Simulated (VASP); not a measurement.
# ScAl2N3 (P6/mmm) in VASP: notebook

ScAl2N3 is run at these levels: PBE; tasks: single point.

Everything below comes from runs of VASP 6.6.1. Logs are shortened: lines on timing, memory, paths and dates and some standing lists are left out, and cuts for length are marked.

## Step 1: The cell of the first run

Symmetry: P6/mmm, No. 191, hexagonal system. Conventional cell: a = 4.615 Å, b = 4.615 Å, c = 3.854 Å, α = 90.00°, β = 90.00°, γ = 120.00°. Within 2.6 Å of Sc (site symmetry 6/mmm) lie 2 N at 1.93 Å. Within 2.6 Å of Al (site symmetry -6m2) lie 2 N at 1.93 Å. N (site symmetry 6/mmm) has 2 Sc at 1.93 Å within 2.6 Å. N (site symmetry -6m2) has 2 Al at 1.93 Å within 2.6 Å.

## Step 2: Single point, PBE

INCAR reads:

```
PREC     = Accurate       # precision mode
ENCUT    = 520            # plane-wave cutoff, eV
EDIFF    = 1E-7           # SCF threshold, eV
ISMEAR   = 0              # smearing method
SIGMA    = 0.1            # smearing width, eV
LREAL    = False          # projectors in reciprocal space
LASPH    = True           # aspherical terms in the spheres
NELM     = 60             # most SCF steps
ALGO     = Normal         # electronic algorithm
ISIF     = 2              # what is computed and relaxed
LWAVE    = False          # write WAVECAR
LCHARG   = False          # write CHGCAR
GGA      = PE             # functional
NBANDS   = 25             # bands
```

KPOINTS reads:

```
Automatic mesh
0
Gamma
  6 6 4
```

POSCAR reads:

```
ScAl2N3
1.0
    4.6151690465      0.0000000000      0.0000000000
   -2.3075845233      3.9968536370      0.0000000000
    0.0000000000      0.0000000000      3.8540036759
Sc Al N
1 2 3
Direct
    0.0000000000      0.0000000000      0.5000000000
    0.3333333333      0.6666666667      0.0000000000
    0.6666666667      0.3333333333      0.0000000000
    0.0000000000      0.0000000000      0.0000000000
    0.3333333333      0.6666666667      0.5000000000
    0.6666666667      0.3333333333      0.5000000000
```

Potentials or basis: VASP PAW PBE potentials, release 64 (Sc_sv, Al, N).

Run with:

```
> cat potpaw_PBE.64/Sc_sv/POTCAR potpaw_PBE.64/Al/POTCAR potpaw_PBE.64/N/POTCAR > POTCAR
> mpirun -np 1 vasp_std > vasp.out
```

OUTCAR:

```text
PREC = Accurate
   ENCUT = 520
   EDIFF = 1E-7
   ISMEAR = 0
   LREAL = False
   LASPH = True
   NELM = 60
   ISIF = 2
   GGA = PE

 ion  position               nearest neighbor table
   1  0.000  0.000  0.500-   4 1.93   4 1.93   2 3.29   2 3.29   3 3.29   3 3.29   3 3.29   3 3.29
                             2 3.29   2 3.29   3 3.29   3 3.29   2 3.29   2 3.29
   2  0.333  0.667  0.000-   5 1.93   5 1.93   3 2.66   3 2.66   3 2.66   1 3.29   1 3.29   1 3.29
                             1 3.29   1 3.29   1 3.29
   3  0.667  0.333  0.000-   6 1.93   6 1.93   2 2.66   2 2.66   2 2.66   1 3.29   1 3.29   1 3.29
                             1 3.29   1 3.29   1 3.29
   4  0.000  0.000  0.000-   1 1.93   1 1.93
   5  0.333  0.667  0.500-   2 1.93   2 1.93
   6  0.667  0.333  0.500-   3 1.93   3 1.93

  LATTYP: Found a hexagonal cell.
 ALAT       =     4.6151690465
 C/A-ratio  =     0.8350731332

  Lattice vectors:

 A1 = (   4.6151690465,   0.0000000000,   0.0000000000)
 A2 = (  -2.3075845233,   3.9968536370,   0.0000000000)
 A3 = (   0.0000000000,   0.0000000000,   3.8540036759)

Analysis of symmetry for initial positions (statically):
=====================================================================
 Subroutine PRICEL returns:
 Original cell was already a primitive cell.

 Routine SETGRP: Setting up the symmetry group for a
 hexagonal supercell.

 Subroutine GETGRP returns: Found 24 space group operations
 (whereof 24 operations were pure point group operations)
 out of a pool of 24 trial point group operations.

The static configuration has the point symmetry D_6h.

Analysis of symmetry for dynamics (positions and initial velocities):
=====================================================================
 Subroutine PRICEL returns:
 Original cell was already a primitive cell.

 Routine SETGRP: Setting up the symmetry group for a
 hexagonal supercell.

 Subroutine GETGRP returns: Found 24 space group operations
 (whereof 24 operations were pure point group operations)
 out of a pool of 24 trial point group operations.

The dynamic configuration has the point symmetry D_6h.

 Subroutine INISYM returns: Found 24 space group operations
 (whereof 24 operations are pure point group operations),
 and found     1 'primitive' translations

----------------------------------------------------------------------------------------

                                     Primitive cell
[... 97 lines left out ...]
   EDIFFG = 0.1E-05   stopping-criterion for IOM
   NSW    =      0    number of steps for IOM
   IBRION =     -1    ionic relax: 0-MD 1-quasi-New 2-CG
   NFREE  =      0    steps in history (QN), initial steepest desc. (CG)
   ISIF   =      2    stress and relaxation
   ISYM   =      2    0-nonsym 1-usesym 2-fastsym
   POTIM  = 0.5000    time-step for ionic-motion
   TEBEG  =    0.0;   TEEND  =   0.0 temperature during run
   PSTRESS=    0.0 pullay stress
   NELECT =      32.0000    total number of electrons
   NUPDOWN=      -1.0000    fix difference up-down
   EMIN   =  10.00;   EMAX   =-10.00  energy-range for DOS
   EFERMI =   0.00;   METHOD = LEGACY
   ISMEAR =     0;   SIGMA  =   0.10  broadening in eV -4-tet -1-fermi 0-gaus
   EFERMI_NEDOS =   21; number of points for ismear=-14 and -15
   IALGO  =     38    algorithm
   IMIX   =      4    mixing-type and parameters
     AMIX     =   0.40;   BMIX     =  1.00
     AMIX_MAG =   1.60;   BMIX_MAG =  1.00
  volume/ion in A,a.u.               =      11.85        79.96
  Fermi-wavevector in a.u.,A,eV,Ry     =   1.254639  2.370924 21.417194  1.574119
  Thomas-Fermi vector in A             =   2.388434
   LORBIT       =      0    0 simple, 1 ext, 2 COOP (PROOUT), +10 PAW based schemes
   GGA     = PE    functional components
   LHFCALC =     F    Hartree Fock is set to
   AEXX    =    0.0000 exact exchange contribution
   IVDW    =     0    specifies the selected vdW correction
   LEPSILON=     F    determine dielectric tensor
   LRPA    =     F    only Hartree local field effects (RPA)
 non-spin polarized calculation
 Gauss-broadening in eV      SIGMA  =   0.10
  energy-cutoff  :      520.00
  volume of cell :       71.09
 maximum number of plane-waves:      1934
 NGX is ok and might be reduce to    36
   NGX = 17   NGY = 17   NGZ = 15

 number of electron      31.9999992 magnetization

 Free energy of the ion-electron system (eV)
  ---------------------------------------------------
  ext. energy  EPLUGINS =         0.00000000
  ---------------------------------------------------
  free energy    TOTEN  =       -38.68570839 eV

  energy without entropy =      -38.66463965  energy(sigma->0) =      -38.67517402

 E-fermi :   6.5390     XC(G=0): -11.0350

 val. band max:        6.5360475354   @ k =   0.3333   0.0000   0.0000
 cond. band min:       6.6014418513   @ k =   0.3333   0.1667   0.5000
 fundamental gap:      0.0653943160
 Fermi energy:         6.5390408169

 k-point     1 :       0.0000    0.0000    0.0000
  band No.  band energies     occupation
      1     -41.9487      2.00000
      2     -20.7771      2.00000
      3     -20.6256      2.00000
      4     -20.6256      2.00000
      5      -8.9244      2.00000
      6      -7.0837      2.00000
[... 577 lines left out ...]
     24      12.7321      0.00000
     25      13.6790      0.00000

------------------------ aborting loop because EDIFF is reached ----------------------------------------

  FORCE on cell =-STRESS in cart. coord.  units (eV):
  Direction    XX          YY          ZZ          XY          YZ          ZX
  --------------------------------------------------------------------------------------
  -------------------------------------------------------------------------------------
  Total        0.1036964      0.1036964      0.4270110     -0.0000000     -0.0000000      0.0000000
  in kB        2.3369858      2.3369858      9.6234691     -0.0000000     -0.0000000      0.0000000
  external PRESSURE =       4.7658136 kB  Pullay stress =       0.0000000 kB

 VOLUME and BASIS-vectors are now :
 -----------------------------------------------------------------------------
  energy-cutoff  :      520.00
  volume of cell :       71.09
      direct lattice vectors                 reciprocal lattice vectors
     4.615169047  0.000000000  0.000000000     0.216676787  0.125098401  0.000000000
    -2.307584523  3.996853637  0.000000000     0.000000000  0.250196802  0.000000000
     0.000000000  0.000000000  3.854003676     0.000000000  0.000000000  0.259470432

 POSITION                                       TOTAL-FORCE (eV/Angst)
 -----------------------------------------------------------------------------------
      0.00000      0.00000      1.92700         0.000000      0.000000      0.000000
     -0.00000      2.66457      0.00000         0.000000      0.000000      0.000000
      2.30758      1.33228      0.00000         0.000000     -0.000000     -0.000000
      0.00000      0.00000      0.00000         0.000000      0.000000      0.000000
     -0.00000      2.66457      1.92700         0.000000     -0.000000     -0.000000
      2.30758      1.33228      1.92700        -0.000000      0.000000      0.000000
 -----------------------------------------------------------------------------------
    total drift:                                0.000000     -0.000000     -0.000000

  FREE ENERGIE OF THE ION-ELECTRON SYSTEM (eV)
  ---------------------------------------------------
  free  energy   TOTEN  =       -38.6857083913 eV

  energy  without entropy=      -38.6646396514  energy(sigma->0) =      -38.67517402
```

It took 29 s on 1 thread of Intel Xeon Platinum 8488C (Sapphire Rapids), shared host; peak memory 0.2 GiB.

Results:

- Free energy: -38.6857 eV
- Pressure: 0.5 GPa
- Band gap on the k mesh: zero (band 16 reaches 7.04 eV, above the bottom of band 17 at 6.16 eV)

Stress tensor (GPa, compression positive):
```
0.23 0.00 0.00
0.00 0.23 0.00
0.00 0.00 0.96
```

Caveat: the k points lie up to 0.41 Å⁻¹ apart.

## Step 3: Single point, PBE

This run uses another cell than the first one, of 16.00 Å³/atom, 1.351 times its volume.

INCAR reads:

```
PREC = Accurate ; ENCUT = 520
EDIFF = 1E-7 ; ISMEAR = 0
SIGMA = 0.1 ; LREAL = False
LASPH = True ; NELM = 80
ALGO = Normal ; ISIF = 2
LWAVE = False ; LCHARG = True
GGA = PE ; LELF = True
LVHAR = True ; NBANDS = 25
```

KPOINTS is that of step 2.

POSCAR reads:

```
ScAl2N3
1.0
    3.9235460400      0.0000000000      0.0000000000
   -1.9617730200      3.3978905400      0.0000000000
    0.0000000000      0.0000000000      7.2020153400
Sc Al N
1 2 3
Direct
    0.0000000000      0.0000000000      0.5000000000
    0.3333333300      0.6666666700      0.0000000000
    0.6666666700      0.3333333300      0.0000000000
    0.0000000000      0.0000000000      0.0000000000
    0.3333333300      0.6666666700      0.5000000000
    0.6666666700      0.3333333300      0.5000000000
```

Potentials or basis: VASP PAW PBE potentials, release 64 (Sc_sv, Al, N).

Run with:

```
> cat potpaw_PBE.64/Sc_sv/POTCAR potpaw_PBE.64/Al/POTCAR potpaw_PBE.64/N/POTCAR > POTCAR
> mpirun -np 1 vasp_std > vasp.out
```

It took 45 s on 1 thread of Intel Xeon Platinum 8488C (Sapphire Rapids), shared host; peak memory 0.23 GiB.

The run converged. Its results:

- Free energy: -31.9029 eV
- Pressure: 3.0 GPa
- Band gap on the k mesh: zero (band 16 reaches 4.87 eV, above the bottom of band 17 at 3.83 eV)

Stress tensor (GPa, compression positive):
```
 8.87  0.00  0.00
 0.00  8.87  0.00
 0.00  0.00 -8.84
```

Levels at points of the mesh, in eV from the Fermi level:
| k point | band 14 | band 15 | band 16 | band 17 | band 18 | band 19 |
| --- | --- | --- | --- | --- | --- | --- |
| (0.00, 0.00, 0.00) | -2.56 | -0.04 | -0.04 | 0.54 | 0.86 | 0.86 |
| (0.50, 0.00, 0.00) | -2.89 | -0.90 | -0.23 | 0.56 | 0.75 | 1.18 |
| (0.00, 0.00, 0.50) | -2.81 | -0.05 | -0.05 | 0.52 | 0.86 | 0.86 |
| (0.50, 0.00, 0.50) | -2.70 | -0.70 | -0.38 | -0.23 | 0.81 | 1.44 |

[end of part 1 of 2]
